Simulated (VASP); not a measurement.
# Li2Se (Fm-3m) in VASP: settings compared, part 2 of 2

VASP 6.6.1. Earlier steps stand in the parts before.

## (3) Single point, r2SCANh

POSCAR reads:

```
Li2Se
1.0
    0.0000000000      2.9934587684      2.9934587684
    2.9934587684      0.0000000000      2.9934587684
    2.9934587684      2.9934587684      0.0000000000
Li Se
2 1
Direct
    0.2500000000      0.2500000000      0.2500000000
    0.7500000000      0.7500000000      0.7500000000
    0.0000000000      0.0000000000      0.0000000000
```

INCAR.step1 reads:

```
  PREC = Accurate
  ENCUT = 720
  EDIFF = 1E-5
  ISMEAR = 0
  SIGMA = 0.01
  LREAL = False
  LASPH = True
  NELM = 120
  ALGO = Normal
  ISIF = 2
  LWAVE = True
  GGA = PE
  NBANDS = 13
  GGA_COMPAT = False
```

INCAR.step2 reads:

```
  PREC = Accurate
  ENCUT = 720
  EDIFF = 1E-6
  ISMEAR = 0
  SIGMA = 0.01
  LREAL = False
  LASPH = True
  NELM = 120
  ALGO = Normal
  ISIF = 2
  LWAVE = False
  LCHARG = True
  METAGGA = R2SCAN
  LHFCALC = True
  AEXX = 0.1
  LMIXTAU = True
  PRECFOCK = Normal
  LELF = True
  LVHAR = True
  ISTART = 1
  NBANDS = 13
  GGA_COMPAT = False
```

KPOINTS reads:

```
Automatic mesh
0
Gamma
  6 6 6
```

Potentials or basis: VASP PAW PBE potentials, release 64 (Li_sv, Se).

On the command line:

```sh
> cat potpaw_PBE.64/Li_sv/POTCAR potpaw_PBE.64/Se/POTCAR > POTCAR
> cp INCAR.step1 INCAR
> mpirun -np 1 vasp_std > vasp.out
> cp INCAR.step2 INCAR
> mpirun -np 1 vasp_std > vasp.out
```

OUTCAR:

```text
PREC = Accurate
   ENCUT = 720
   EDIFF = 1E-6
   ISMEAR = 0
   LREAL = False
   LASPH = True
   NELM = 120
   ISIF = 2
   METAGGA = R2SCAN
   LHFCALC = True
   AEXX = 0.1
   PRECFOCK = Normal
   ISTART = 1

 ion  position               nearest neighbor table
   1  0.250  0.250  0.250-   3 2.59   3 2.59   3 2.59   3 2.59
   2  0.750  0.750  0.750-   3 2.59   3 2.59   3 2.59   3 2.59
   3  0.000  0.000  0.000-   2 2.59   2 2.59   2 2.59   1 2.59   2 2.59   1 2.59   1 2.59   1 2.59

  LATTYP: Found a face centered cubic cell.
 ALAT       =     5.9869175368

  Lattice vectors:

 A1 = (   0.0000000000,   2.9934587684,   2.9934587684)
 A2 = (   2.9934587684,   0.0000000000,   2.9934587684)
 A3 = (   2.9934587684,   2.9934587684,   0.0000000000)

Analysis of symmetry for initial positions (statically):
=====================================================================
 Subroutine PRICEL returns:
 Original cell was already a primitive cell.

 Routine SETGRP: Setting up the symmetry group for a
 face centered cubic supercell.
[... 180 lines left out ...]
      3     -11.8008      2.00000
      4       0.3966      2.00000
      5       0.3966      2.00000
      6       0.3966      2.00000
      7       5.0994      0.00000
      8       7.3261      0.00000
      9       7.3261      0.00000
     10       7.3261      0.00000
     11      12.2815      0.00000
     12      12.2815      0.00000
     13      12.9658      0.00000
[... 226 lines left out ...]
  band No.  band energies     occupation
      1     -46.8340      2.00000
      2     -46.8299      2.00000
      3     -11.2654      2.00000
      4      -1.7955      2.00000
      5      -1.3616      2.00000
      6      -1.3507      2.00000
      7       5.7137      0.00000
      8       8.8985      0.00000
      9       9.3887      0.00000
     10      11.2467      0.00000
     11      12.8337      0.00000
     12      13.7858      0.00000
     13      14.0339      0.00000

------------------------ aborting loop because EDIFF is reached ----------------------------------------

  FORCE on cell =-STRESS in cart. coord.  units (eV):
  Direction    XX          YY          ZZ          XY          YZ          ZX
  --------------------------------------------------------------------------------------
  -------------------------------------------------------------------------------------
  Total       -0.1182142     -0.1182142     -0.1182142      0.0000000      0.0000000      0.0000000
  in kB       -3.5304530     -3.5304530     -3.5304530      0.0000000      0.0000000      0.0000000
  external PRESSURE =      -3.5304530 kB  Pullay stress =       0.0000000 kB

 VOLUME and BASIS-vectors are now :
 -----------------------------------------------------------------------------
  energy-cutoff  :      720.00
  volume of cell :       53.65
      direct lattice vectors                 reciprocal lattice vectors
     0.000000000  2.993458768  2.993458768    -0.167030863  0.167030863  0.167030863
     2.993458768  0.000000000  2.993458768     0.167030863 -0.167030863  0.167030863
     2.993458768  2.993458768  0.000000000     0.167030863  0.167030863 -0.167030863

 POSITION                                       TOTAL-FORCE (eV/Angst)
 -----------------------------------------------------------------------------------
      1.49673      1.49673      1.49673        -0.000000     -0.000000     -0.000000
      4.49019      4.49019      4.49019         0.000000      0.000000      0.000000
      0.00000      0.00000      0.00000         0.000000      0.000000      0.000000
 -----------------------------------------------------------------------------------
    total drift:                                0.000000      0.000000      0.000000

  FREE ENERGIE OF THE ION-ELECTRON SYSTEM (eV)
  ---------------------------------------------------
  free  energy   TOTEN  =       -23.1564195564 eV

  energy  without entropy=      -23.1564195564  energy(sigma->0) =      -23.15641956
```

OUTCAR.step1:

```text
PREC = Accurate
   ENCUT = 720
   EDIFF = 1E-5
   ISMEAR = 0
   LREAL = False
[... 471 lines left out ...]
      1.49673      1.49673      1.49673         0.000000      0.000000      0.000000
      4.49019      4.49019      4.49019        -0.000000     -0.000000     -0.000000
      0.00000      0.00000      0.00000        -0.000000     -0.000000      0.000000
 -----------------------------------------------------------------------------------
    total drift:                                0.000000     -0.000000      0.000000

  FREE ENERGIE OF THE ION-ELECTRON SYSTEM (eV)
  ---------------------------------------------------
  free  energy   TOTEN  =       -11.1302908457 eV

  energy  without entropy=      -11.1302908457  energy(sigma->0) =      -11.13029085
```

It took 42 min on 1 thread of Intel Xeon Platinum 8259CL at 2.50GHz (Skylake/Cascade Lake), shared host; peak memory 0.3 GiB.

Results:

* Free energy: -23.1564 eV
* Pressure: -0.4 GPa
* Band gap on the k mesh: 3.99 eV (least direct gap 4.70 eV)

Caveat: the PAW data sets were made with another functional, which shifts forces and pressure a little. A k mesh can miss the band edges.
